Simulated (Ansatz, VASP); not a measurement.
BAs in VASP and in Ansatz

File INCAR:

```
PREC = Accurate
ENCUT = 520
EDIFF = 1E-6
ISMEAR = 0
SIGMA = 0.05
LREAL = False
LASPH = True
NELM = 80
ALGO = Normal
ISIF = 2
LWAVE = False
LCHARG = False
GGA = PE
NBANDS = 11
```

KPOINTS

```
regular mesh
0
Gamma
  10 10 10
```

The input POSCAR:

```
BAs
1.0
    0.0000000000      2.3082347147      2.4044111611
    2.4044111611      0.0000000000      2.4044111611
    2.4044111611      2.3082347147      0.0000000000
B As
1 1
Direct
    0.0000000000      0.0000000000      0.0000000000
    0.7500000000      0.7500000000      0.7500000000
```

Input for Ansatz:

```yaml
crystal:
  lattice:
    - [0.0, 2.3082347147, 2.4044111611]
    - [2.4044111611, 0.0, 2.4044111611]
    - [2.4044111611, 2.3082347147, 0.0]
  atoms:
    - { symbol: B, position: [0.0, 0.0, 0.0] }
    - { symbol: As, position: [0.75, 0.75, 0.75] }
basis:
  ecutwfc: 420
kpoints:
  mp_grid: { grid: [10, 10, 10] }
hamiltonian:
  xc: pbe
scf:
  occupations: { method: gaussian, width: 0.05 }
output:
  forces: true
  stress: true
  eigenvalues: true
```

Change from the starting cell: strain -0.0400 x Voigt [0, 1, 0, 0, 0, 0], atoms carried along.

Alike in both runs: task single point; functional PBE; k mesh 10 × 10 × 10; occupations gaussian, width 0.05 eV; no spin polarisation.

```csv
,VASP,Ansatz
version,VASP 6.6.1,Ansatz 0.2.0
potentials or method,"VASP PAW PBE potentials, release 64 (B, As), cutoff 520 eV","scalar-relativistic, plane waves, PAW"
valence electrons in the cell,8,18
```

|  | VASP | Ansatz | Ansatz less VASP |
| --- | --- | --- | --- |
| gap on the k mesh at the Fermi level (eV) | 0.54 | 0.55 | +0.009 |
| least direct gap on the mesh (eV) | 2.88 | 2.89 | +0.004 |
| pressure (GPa) | 6.6 | 5.9 | -0.72 |
| traceless stress, the component that is largest in VASP (GPa) | 5.35 | 5.38 | +0.030 |

With one functional, cell and mesh, what is left measures potentials, basis and numerics. VASP's potentials hold 8 valence electrons a cell and Ansatz's 18, so a difference there can come from the potentials and not from the codes.
